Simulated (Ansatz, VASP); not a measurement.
## AlNi: VASP beside Ansatz

```
Ni Al
1.0
     2.89357    0.00000    0.00000
     0.00000    2.89357    0.00000
     0.00000    0.00000    2.89357
Ni Al
1 1
Direct
  0.00000 0.00000 0.00000
  0.50000 0.50000 0.50000
```

Alike in both runs: functional PBE; k mesh 15 × 15 × 15; occupations fermi-dirac, width 0.1 eV; no spin polarisation.

Ansatz relaxed the structure, and its values are those at the end. VASP's run is a single point on that final structure, the one shown.

|  | VASP | Ansatz |
| --- | --- | --- |
| version | VASP 6.6.1 | Ansatz 0.2.0 |
| potentials or method | VASP PAW PBE potentials, release 64 (Ni, Al) | PAW with Ansatz's default frozen-core files, scalar-relativistic |
| plane-wave cutoff (eV) | 600 | 420 |
| valence electrons in the cell | 13 | 21 |

```tsv
	VASP	Ansatz	Ansatz less VASP
pressure (GPa)	-0.1	0.0	+0.06
```

The functional is the same, so the differences come from potentials, cutoffs and numerics. VASP's potentials hold 13 valence electrons a cell and Ansatz's 21, so a difference there can come from the potentials and not from the codes.
